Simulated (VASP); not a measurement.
# CoGe (zincblende type) (F-43m) in VASP: notebook, part 2 of 2

VASP 6.6.1.

### 3 Single point, LDA, collinear spin, ferromagnetic start (volume scaled by 0.55)

INCAR reads:

```
  PREC = Accurate
  ENCUT = 520
  EDIFF = 1E-7
  ISMEAR = -1
  SIGMA = 0.05
  LREAL = False
  LASPH = True
  NELM = 150
  ALGO = Normal
  ISIF = 2
  LWAVE = False
  LCHARG = False
  ISPIN = 2
  MAGMOM = 1.7 0
  LORBIT = 11
  LMAXMIX = 4
  NBANDS = 22
```

KPOINTS reads:

```
Automatic mesh
0
Gamma
  13 13 13
```

POSCAR reads:

```
CoGe
1.0
    0.0000000000      2.1026727324      2.1026727324
    2.1026727324      0.0000000000      2.1026727324
    2.1026727324      2.1026727324      0.0000000000
Co Ge
1 1
Direct
    0.0000000000      0.0000000000      0.0000000000
    0.2500000000      0.2500000000      0.2500000000
```

Potentials or basis: VASP PAW LDA potentials, release 64 (Co, Ge_d).

The run is started by

```console
> cat potpaw_LDA.64/Co/POTCAR potpaw_LDA.64/Ge_d/POTCAR > POTCAR
> mpirun -np 1 vasp_std > vasp.out
```

OUTCAR:

```text
PREC = Accurate
   ENCUT = 520
   EDIFF = 1E-7
   ISMEAR = -1
   LREAL = False
   LASPH = True
   NELM = 150
   ISIF = 2
   ISPIN = 2
   LORBIT = 11

 ion  position               nearest neighbor table
   1  0.000  0.000  0.000-   2 1.82   2 1.82   2 1.82   2 1.82
   2  0.250  0.250  0.250-   1 1.82   1 1.82   1 1.82   1 1.82

  LATTYP: Found a face centered cubic cell.
 ALAT       =     4.2053454648

  Lattice vectors:

 A1 = (   0.0000000000,   2.1026727324,   2.1026727324)
 A2 = (   2.1026727324,   0.0000000000,   2.1026727324)
 A3 = (   2.1026727324,   2.1026727324,   0.0000000000)

Analysis of symmetry for initial positions (statically):
=====================================================================
 Subroutine PRICEL returns:
 Original cell was already a primitive cell.

 Routine SETGRP: Setting up the symmetry group for a
 face centered cubic supercell.

 Subroutine GETGRP returns: Found 24 space group operations
 (whereof 24 operations were pure point group operations)
 out of a pool of 48 trial point group operations.

The static configuration has the point symmetry T_d .

Analysis of symmetry for dynamics (positions and initial velocities):
=====================================================================
 Subroutine PRICEL returns:
 Original cell was already a primitive cell.

 Routine SETGRP: Setting up the symmetry group for a
 face centered cubic supercell.

 Subroutine GETGRP returns: Found 24 space group operations
 (whereof 24 operations were pure point group operations)
 out of a pool of 48 trial point group operations.

The dynamic configuration has the point symmetry T_d .

Analysis of structural, dynamic, and magnetic symmetry:
=====================================================================
 Subroutine PRICEL returns:
 Original cell was already a primitive cell.

 Routine SETGRP: Setting up the symmetry group for a
 face centered cubic supercell.

 Subroutine GETGRP returns: Found 24 space group operations
 (whereof 24 operations were pure point group operations)
 out of a pool of 48 trial point group operations.

The overall configuration has the point symmetry T_d .

 Subroutine INISYM returns: Found 24 space group operations
 (whereof 24 operations are pure point group operations),
 and found     1 'primitive' translations

----------------------------------------------------------------------------------------

                                     Primitive cell

  volume of cell :      18.5928

  direct lattice vectors                    reciprocal lattice vectors
     0.000000000  2.102672732  2.102672732    -0.237792592  0.237792592  0.237792592
     2.102672732  0.000000000  2.102672732     0.237792592 -0.237792592  0.237792592
     2.102672732  2.102672732  0.000000000     0.237792592  0.237792592 -0.237792592

  length of vectors
     2.973628295  2.973628295  2.973628295     0.411868852  0.411868852  0.411868852

  position of ions in fractional coordinates (direct lattice)
     0.000000000  0.000000000  0.000000000
     0.250000000  0.250000000  0.250000000

  ion indices of the primitive-cell ions
   primitive index   ion index
                 1           1
                 2           2

----------------------------------------------------------------------------------------

 KPOINTS: Automatic mesh
[... 58 lines left out ...]
 SYSTEM =  unknown system
   PREC   = accura    normal or accurate (medium, high low for compatibility)
   ISTART =      0    job   : 0-new  1-cont  2-samecut
   ICHARG =      2    charge: 1-file 2-atom 10-const
   ISPIN  =      2    spin polarized calculation?
   LNONCOLLINEAR =      F non collinear calculations
   LSORBIT =      F    spin-orbit coupling
   LASPH  =      T    aspherical Exc in radial PAW
   ENCUT  =  520.0 eV  38.22 Ry    6.18 a.u.   5.53  5.53  5.53*2*pi/ulx,y,z
   NELM   =    150;   NELMIN=  2; NELMDL= -5     # of ELM steps
   EDIFF  = 0.1E-06   stopping-criterion for ELM
   LREAL  =      F    real-space projection
   EDIFFG = 0.1E-05   stopping-criterion for IOM
   NSW    =      0    number of steps for IOM
   IBRION =     -1    ionic relax: 0-MD 1-quasi-New 2-CG
   NFREE  =      0    steps in history (QN), initial steepest desc. (CG)
   ISIF   =      2    stress and relaxation
   ISYM   =      2    0-nonsym 1-usesym 2-fastsym
   POTIM  = 0.5000    time-step for ionic-motion
   TEBEG  =    0.0;   TEEND  =   0.0 temperature during run
   PSTRESS=    0.0 pullay stress
   NELECT =      23.0000    total number of electrons
   NUPDOWN=      -1.0000    fix difference up-down
   EMIN   =  10.00;   EMAX   =-10.00  energy-range for DOS
   EFERMI =   0.00;   METHOD = LEGACY
   ISMEAR =    -1;   SIGMA  =   0.05  broadening in eV -4-tet -1-fermi 0-gaus
   EFERMI_NEDOS =   21; number of points for ismear=-14 and -15
   IALGO  =     38    algorithm
   IMIX   =      4    mixing-type and parameters
     AMIX     =   0.40;   BMIX     =  1.00
     AMIX_MAG =   1.60;   BMIX_MAG =  1.00
  volume/ion in A,a.u.               =       9.30        62.74
  Fermi-wavevector in a.u.,A,eV,Ry     =   1.757394  3.320993 42.020683  3.088433
  Thomas-Fermi vector in A             =   2.826757
   LORBIT       =     11    0 simple, 1 ext, 2 COOP (PROOUT), +10 PAW based schemes
   GGA     = CA    functional components
   LHFCALC =     F    Hartree Fock is set to
   AEXX    =    0.0000 exact exchange contribution
   IVDW    =     0    specifies the selected vdW correction
   LEPSILON=     F    determine dielectric tensor
   LRPA    =     F    only Hartree local field effects (RPA)
 spin polarized calculation
  energy-cutoff  :      520.00
  volume of cell :       18.59
 maximum number of plane-waves:       531
 NGX is ok and might be reduce to    24
   NGX = 11   NGY = 11   NGZ = 11

 number of electron      22.9999988 magnetization      -0.0000197

 number of electron      22.9999988 magnetization       0.0000094

 Free energy of the ion-electron system (eV)
  ---------------------------------------------------
  ext. energy  EPLUGINS =         0.00000000
  ---------------------------------------------------
  free energy    TOTEN  =        -5.01074030 eV

  energy without entropy =       -5.00612645  energy(sigma->0) =       -5.00843337

 E-fermi :  14.4207     XC(G=0): -14.8237

 val. band max:       14.4120150001   @ k =   0.3846   0.0000   0.0000
 cond. band min:      14.5165385715   @ k =  -0.4615   0.3077   0.1538
 fundamental gap:      0.1045235714
 Fermi energy:        14.4207316889

 spin component 1

 k-point     1 :       0.0000    0.0000    0.0000
  band No.  band energies     occupation
      1     -10.9876      1.00000
      2     -10.9876      1.00000
      3     -10.9876      1.00000
      4     -10.9355      1.00000
      5     -10.9355      1.00000
      6      -1.1345      1.00000
[... 589 lines left out ...]
     21      41.3882      0.00000
     22      42.0422      0.00000

 [... further k-points ...]

 spin component 2

 k-point     1 :       0.0000    0.0000    0.0000
  band No.  band energies     occupation
      1     -10.9876      1.00000
      2     -10.9876      1.00000
      3     -10.9876      1.00000
      4     -10.9355      1.00000
      5     -10.9355      1.00000
      6      -1.1345      1.00000
[... 589 lines left out ...]
     21      41.3882      0.00000
     22      42.0422      0.00000

 [... further k-points ...]
[... 5 lines left out ...]
  --------------------------------------------------------------------------------------
  -------------------------------------------------------------------------------------
  Total       30.3375882     30.3375882     30.3375882      0.0000000      0.0000000      0.0000000
  in kB     2614.2468333   2614.2468333   2614.2468333      0.0000000      0.0000000      0.0000000
  external PRESSURE =    2614.2468333 kB  Pullay stress =       0.0000000 kB

 VOLUME and BASIS-vectors are now :
 -----------------------------------------------------------------------------
  energy-cutoff  :      520.00
  volume of cell :       18.59
      direct lattice vectors                 reciprocal lattice vectors
     0.000000000  2.102672732  2.102672732    -0.237792592  0.237792592  0.237792592
     2.102672732  0.000000000  2.102672732     0.237792592 -0.237792592  0.237792592
     2.102672732  2.102672732  0.000000000     0.237792592  0.237792592 -0.237792592

 POSITION                                       TOTAL-FORCE (eV/Angst)
 -----------------------------------------------------------------------------------
      0.00000      0.00000      0.00000         0.000000      0.000000      0.000000
      1.05134      1.05134      1.05134        -0.000000     -0.000000     -0.000000
 -----------------------------------------------------------------------------------
    total drift:                                0.000001      0.000001      0.000001

  FREE ENERGIE OF THE ION-ELECTRON SYSTEM (eV)
  ---------------------------------------------------
  free  energy   TOTEN  =        -5.0107403011 eV

  energy  without entropy=       -5.0061264462  energy(sigma->0) =       -5.00843337

 total charge

# of ion       s       p       d       tot
------------------------------------------
    1        0.814   0.892   8.492  10.198
    2        1.347   1.883  10.502  13.731
--------------------------------------------------
tot          2.161   2.775  18.994  23.929

 magnetization (x)

# of ion       s       p       d       tot
------------------------------------------
    1        0.000  -0.000   0.000   0.000
    2        0.000   0.000  -0.000  -0.000
--------------------------------------------------
tot          0.000   0.000   0.000   0.000
```

Run time: 52 s. Hardware: 1 thread of Intel Xeon Platinum 8259CL at 2.50GHz (Skylake/Cascade Lake), shared host; peak memory 0.17 GiB.

What came out:

```yaml
Free_energy: -5.0107 eV
Pressure: 261.4 GPa
Net_moment: 0.00 μB per cell
```

Levels at points of the mesh, in eV from the Fermi level:
Spin up:
| k point | band 9 | band 10 | band 11 | band 12 | band 13 | band 14 |
| --- | --- | --- | --- | --- | --- | --- |
| (0.00, 0.00, 0.00) | -4.96 | -2.56 | -2.56 | 11.33 | 11.33 | 11.33 |
Spin down:
```
           k point  band 9  band 10  band 11  band 12  band 13  band 14
(0.00, 0.00, 0.00)   -4.96    -2.56    -2.56    11.33    11.33    11.33
```

Caveat: the starting moments collapsed, and a magnetic state may lie lower.
